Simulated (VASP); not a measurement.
# ZnS (F-43m) in VASP: further runs

ZnS is run at these levels: PBEsol; tasks: electric field gradients, density of states.

Everything below comes from runs of VASP 6.6.1. Logs are shortened: lines on timing, memory, paths and dates and some standing lists are left out, and cuts for length are marked.

## 1. The cell of the first run

Symmetry: F-43m, No. 216, cubic system. The conventional cell has a = 5.391 Å, b = 5.391 Å, c = 5.391 Å, α = 90.00°, β = 90.00°, γ = 90.00°. Within 3.1 Å of Zn (site symmetry -43m) lie 4 S at 2.33 Å. Within 3.1 Å of S (site symmetry -43m) lie 4 Zn at 2.33 Å.

## 2. Electric field gradients, PBEsol (volume scaled by 0.99)

Contents of INCAR:

```
PREC = Accurate
ENCUT = 520
EDIFF = 1E-8
ISMEAR = -1
SIGMA = 0.01
LREAL = F
LASPH = T
NELM = 80
ALGO = Normal
ISIF = 2
LWAVE = F
LCHARG = F
GGA = PS
LEFG = T
NBANDS = 16
```

Contents of KPOINTS:

```
Automatic mesh
0
Gamma
  9 9 9
```

Contents of POSCAR:

```
ZnS
1.0
    0.0000000000      2.6956042803      2.6956042803
    2.6956042803      0.0000000000      2.6956042803
    2.6956042803      2.6956042803      0.0000000000
Zn S
1 1
Direct
    0.0000000000      0.0000000000      0.0000000000
    0.7500000000      0.7500000000      0.7500000000
```

Potentials or basis: VASP PAW PBE potentials, release 64 (Zn, S).

Started as:

```bash
$ cat potpaw_PBE.64/Zn/POTCAR potpaw_PBE.64/S/POTCAR > POTCAR
$ mpirun -np 1 vasp_std > vasp.out
```

OUTCAR:

```text
PREC = Accurate
   ENCUT = 520
   EDIFF = 1E-8
   ISMEAR = -1
   LREAL = F
   LASPH = T
   NELM = 80
   ISIF = 2
   GGA = PS

 ion  position               nearest neighbor table
   1  0.000  0.000  0.000-   2 2.33   2 2.33   2 2.33   2 2.33
   2  0.750  0.750  0.750-   1 2.33   1 2.33   1 2.33   1 2.33

  LATTYP: Found a face centered cubic cell.
 ALAT       =     5.3912085606

  Lattice vectors:

 A1 = (   0.0000000000,   2.6956042803,   2.6956042803)
 A2 = (   2.6956042803,   0.0000000000,   2.6956042803)
 A3 = (   2.6956042803,   2.6956042803,   0.0000000000)

Analysis of symmetry for initial positions (statically):
=====================================================================
 Subroutine PRICEL returns:
 Original cell was already a primitive cell.

 Routine SETGRP: Setting up the symmetry group for a
 face centered cubic supercell.

 Subroutine GETGRP returns: Found 24 space group operations
 (whereof 24 operations were pure point group operations)
 out of a pool of 48 trial point group operations.

The static configuration has the point symmetry T_d .

Analysis of symmetry for dynamics (positions and initial velocities):
=====================================================================
 Subroutine PRICEL returns:
 Original cell was already a primitive cell.

 Routine SETGRP: Setting up the symmetry group for a
 face centered cubic supercell.

 Subroutine GETGRP returns: Found 24 space group operations
 (whereof 24 operations were pure point group operations)
 out of a pool of 48 trial point group operations.

The dynamic configuration has the point symmetry T_d .

 Subroutine INISYM returns: Found 24 space group operations
 (whereof 24 operations are pure point group operations),
 and found     1 'primitive' translations

----------------------------------------------------------------------------------------

                                     Primitive cell

  volume of cell :      39.1740

  direct lattice vectors                    reciprocal lattice vectors
     0.000000000  2.695604280  2.695604280    -0.185487167  0.185487167  0.185487167
     2.695604280  0.000000000  2.695604280     0.185487167 -0.185487167  0.185487167
     2.695604280  2.695604280  0.000000000     0.185487167  0.185487167 -0.185487167

  length of vectors
[... 114 lines left out ...]
  energy-cutoff  :      520.00
  volume of cell :       39.17
 maximum number of plane-waves:      1067
   NGX = 15   NGY = 15   NGZ = 15

 number of electron      18.0000005 magnetization

 Free energy of the ion-electron system (eV)
  ---------------------------------------------------
  ext. energy  EPLUGINS =         0.00000000
  ---------------------------------------------------
  free energy    TOTEN  =        -7.58640225 eV

  energy without entropy =       -7.58640225  energy(sigma->0) =       -7.58640225

 E-fermi :   2.3120     XC(G=0):  -9.8831

 val. band max:        2.0796070060   @ k =   0.0000   0.0000   0.0000
 cond. band min:       4.0883078810   @ k =   0.0000   0.0000   0.0000
 fundamental gap:      2.0087008750
 Fermi energy:         2.3119613940

 k-point     1 :       0.0000    0.0000    0.0000
  band No.  band energies     occupation
      1     -11.1255      2.00000
      2      -4.3203      2.00000
      3      -4.3203      2.00000
      4      -4.3203      2.00000
      5      -3.8125      2.00000
      6      -3.8125      2.00000
[... 433 lines left out ...]
      3      -3.9849      2.00000
      4      -3.9849      2.00000
      5      -3.7374      2.00000
      6      -3.6568      2.00000
[... 8 lines left out ...]
     15      15.7237      0.00000
     16      17.0975      0.00000

 [... further k-points ...]
[... 5 lines left out ...]
  --------------------------------------------------------------------------------------
  -------------------------------------------------------------------------------------
  Total       -0.3129585     -0.3129585     -0.3129585      0.0000000     -0.0000000     -0.0000000
  in kB      -12.7996754    -12.7996754    -12.7996754      0.0000000     -0.0000000     -0.0000000
  external PRESSURE =     -12.7996754 kB  Pullay stress =       0.0000000 kB

 VOLUME and BASIS-vectors are now :
 -----------------------------------------------------------------------------
  energy-cutoff  :      520.00
  volume of cell :       39.17
      direct lattice vectors                 reciprocal lattice vectors
     0.000000000  2.695604280  2.695604280    -0.185487167  0.185487167  0.185487167
     2.695604280  0.000000000  2.695604280     0.185487167 -0.185487167  0.185487167
     2.695604280  2.695604280  0.000000000     0.185487167  0.185487167 -0.185487167

 POSITION                                       TOTAL-FORCE (eV/Angst)
 -----------------------------------------------------------------------------------
      0.00000      0.00000      0.00000         0.000000      0.000000      0.000000
      4.04341      4.04341      4.04341        -0.000000     -0.000000     -0.000000
 -----------------------------------------------------------------------------------
    total drift:                               -0.000001     -0.000001     -0.000001

  FREE ENERGIE OF THE ION-ELECTRON SYSTEM (eV)
  ---------------------------------------------------
  free  energy   TOTEN  =        -7.5864022476 eV

  energy  without entropy=       -7.5864022476  energy(sigma->0) =       -7.58640225

 Electric field gradients (V/A^2)
---------------------------------------------------------------------
 ion       V_xx      V_yy      V_zz      V_xy      V_xz      V_yz
---------------------------------------------------------------------
   1      -0.000    -0.000     0.000    -0.003    -0.003    -0.003
   2       0.000     0.000     0.000    -0.000    -0.000    -0.000
---------------------------------------------------------------------

 Electric field gradients after diagonalization (V/A^2)
 (convention: |V_zz| > |V_xx| > |V_yy|)
----------------------------------------------------------------------
 ion       V_xx      V_yy      V_zz     asymmetry (V_yy - V_xx)/ V_zz
----------------------------------------------------------------------
   1       0.003     0.003    -0.005       0.000
   2       0.000     0.000    -0.000       0.000
----------------------------------------------------------------------

           NMR quadrupolar parameters

 Cq : quadrupolar parameter    Cq=e*Q*V_zz/h
 eta: asymmetry parameters     (V_yy - V_xx)/ V_zz
 Q  : nuclear electric quadrupole moment in mb (millibarn)
----------------------------------------------------------------------
 ion       Cq(MHz)       eta       Q (mb)
----------------------------------------------------------------------
   1      -0.000       0.000       1.000
   2      -0.000       0.000       1.000
----------------------------------------------------------------------
```

stdout:

```text
POSCAR found type information on POSCAR ZnS
 POSCAR found :  2 types and       2 ions
 scaLAPACK will be used
 -----------------------------------------------------------------------------
|                                                                             |
|                                                                             |
|     You enforced a specific xc type in the INCAR file but a different       |
|     I HOPE YOU KNOW WHAT YOU ARE DOING!                                     |
|                                                                             |
 -----------------------------------------------------------------------------

 LDA part: xc-table for (Slater+PW92), standard interpolation
 POSCAR, INCAR and KPOINTS ok, starting setup
 FFT: planning ... GRIDC
 FFT: planning ... GRID_SOFT
 FFT: planning ... GRID
 WAVECAR not read
 entering main loop
ion   1

ion   2
```

Wall time 35 s (1 thread of Intel Xeon 6975P-C, shared host); peak memory 0.16 GiB.

What came out:

- Free energy: -7.5864 eV
- Pressure: -1.3 GPa
- Band gap on the k mesh: 2.01 eV, direct

Levels at points of the mesh, in eV from the valence-band top:
```
           k point  band 6  band 7  band 8  band 9  band 10  band 11  band 12  band 13
(0.00, 0.00, 0.00)   -5.89    0.00    0.00    0.00     2.01     6.30     6.30     6.30
```

Caveat: without QUAD_EFG the Cq values of the log hold for a quadrupole moment of 1 mb, not for the nuclei; the PAW data sets were made with another functional, which shifts forces and pressure a little.

## 3. Electric field gradients, PBEsol (volume scaled by 0.99)

Contents of INCAR:

```
SYSTEM = ZnS
PREC = Accurate ; ENCUT = 520
EDIFF = 1E-8 ; ISMEAR = -1
SIGMA = 0.01 ; LREAL = .FALSE.
LASPH = .TRUE. ; NELM = 80
ALGO = Normal ; ISIF = 2
LWAVE = .FALSE. ; LCHARG = .FALSE.
GGA = PS ; LEFG = .TRUE.
NBANDS = 16
```

Contents of KPOINTS:

```
Automatic mesh
0
G
  9 9 9
  0 0 0
```

POSCAR is that of step 2.

Potentials or basis: VASP PAW PBE potentials, release 64 (Zn, S).

Started as:

```bash
$ cat potpaw_PBE.64/Zn/POTCAR potpaw_PBE.64/S/POTCAR > POTCAR
$ mpirun -np 1 vasp_std > vasp.out
```

OUTCAR:

```text
SYSTEM = ZnS
   PREC = Accurate
   ENCUT = 520
   EDIFF = 1E-8
   ISMEAR = -1
   LREAL = .FALSE.
   LASPH = .TRUE.
   NELM = 80
   ISIF = 2
   GGA = PS

 ion  position               nearest neighbor table
   1  0.000  0.000  0.000-   2 2.33   2 2.33   2 2.33   2 2.33
   2  0.750  0.750  0.750-   1 2.33   1 2.33   1 2.33   1 2.33

  LATTYP: Found a face centered cubic cell.
 ALAT       =     5.3912085606

  Lattice vectors:

 A1 = (   0.0000000000,   2.6956042803,   2.6956042803)
 A2 = (   2.6956042803,   0.0000000000,   2.6956042803)
 A3 = (   2.6956042803,   2.6956042803,   0.0000000000)

Analysis of symmetry for initial positions (statically):
=====================================================================
 Subroutine PRICEL returns:
 Original cell was already a primitive cell.

 Routine SETGRP: Setting up the symmetry group for a
 face centered cubic supercell.

 Subroutine GETGRP returns: Found 24 space group operations
[... 642 lines left out ...]
  volume of cell :       39.17
      direct lattice vectors                 reciprocal lattice vectors
     0.000000000  2.695604280  2.695604280    -0.185487167  0.185487167  0.185487167
     2.695604280  0.000000000  2.695604280     0.185487167 -0.185487167  0.185487167
     2.695604280  2.695604280  0.000000000     0.185487167  0.185487167 -0.185487167

 POSITION                                       TOTAL-FORCE (eV/Angst)
 -----------------------------------------------------------------------------------
      0.00000      0.00000      0.00000         0.000000      0.000000      0.000000
      4.04341      4.04341      4.04341        -0.000000     -0.000000     -0.000000
 -----------------------------------------------------------------------------------
    total drift:                               -0.000001     -0.000001     -0.000001

  FREE ENERGIE OF THE ION-ELECTRON SYSTEM (eV)
  ---------------------------------------------------
  free  energy   TOTEN  =        -7.5864022476 eV

  energy  without entropy=       -7.5864022476  energy(sigma->0) =       -7.58640225

 Electric field gradients (V/A^2)
---------------------------------------------------------------------
 ion       V_xx      V_yy      V_zz      V_xy      V_xz      V_yz
---------------------------------------------------------------------
   1      -0.000    -0.000     0.000    -0.003    -0.003    -0.003
   2       0.000     0.000     0.000    -0.000    -0.000    -0.000
---------------------------------------------------------------------

 Electric field gradients after diagonalization (V/A^2)
 (convention: |V_zz| > |V_xx| > |V_yy|)
----------------------------------------------------------------------
 ion       V_xx      V_yy      V_zz     asymmetry (V_yy - V_xx)/ V_zz
----------------------------------------------------------------------
   1       0.003     0.003    -0.005       0.000
   2       0.000     0.000    -0.000       0.000
----------------------------------------------------------------------

           NMR quadrupolar parameters

 Cq : quadrupolar parameter    Cq=e*Q*V_zz/h
 eta: asymmetry parameters     (V_yy - V_xx)/ V_zz
 Q  : nuclear electric quadrupole moment in mb (millibarn)
----------------------------------------------------------------------
 ion       Cq(MHz)       eta       Q (mb)
----------------------------------------------------------------------
   1      -0.000       0.000       1.000
   2      -0.000       0.000       1.000
----------------------------------------------------------------------
```

stdout:

```text
POSCAR found type information on POSCAR ZnS
 POSCAR found :  2 types and       2 ions
 scaLAPACK will be used
 -----------------------------------------------------------------------------
|                                                                             |
|                                                                             |
|     You enforced a specific xc type in the INCAR file but a different       |
|     I HOPE YOU KNOW WHAT YOU ARE DOING!                                     |
|                                                                             |
 -----------------------------------------------------------------------------

 LDA part: xc-table for (Slater+PW92), standard interpolation
 POSCAR, INCAR and KPOINTS ok, starting setup
 FFT: planning ... GRIDC
 FFT: planning ... GRID_SOFT
 FFT: planning ... GRID
 WAVECAR not read
 entering main loop
ion   1

ion   2
```

It took 26 s on 1 thread of Intel Xeon 6975P-C, shared host; peak memory 0.16 GiB.

What came out:

```yaml
Free_energy: -7.5864 eV
Pressure: -1.3 GPa
Band_gap_on_the_k_mesh: 2.01 eV, direct
```

Levels at points of the mesh, in eV from the valence-band top:
| k point | band 5 | band 6 | band 7 | band 8 | band 9 | band 10 | band 11 | band 12 | band 13 | band 14 |
| --- | --- | --- | --- | --- | --- | --- | --- | --- | --- | --- |
| (0.00, 0.00, 0.00) | -5.89 | -5.89 | 0.00 | 0.00 | 0.00 | 2.01 | 6.30 | 6.30 | 6.30 | 11.68 |

Caveat: without QUAD_EFG the Cq values of the log hold for a quadrupole moment of 1 mb, not for the nuclei; the PAW data sets were made with another functional, which shifts forces and pressure a little.

(Continued in part 2 of 3.)
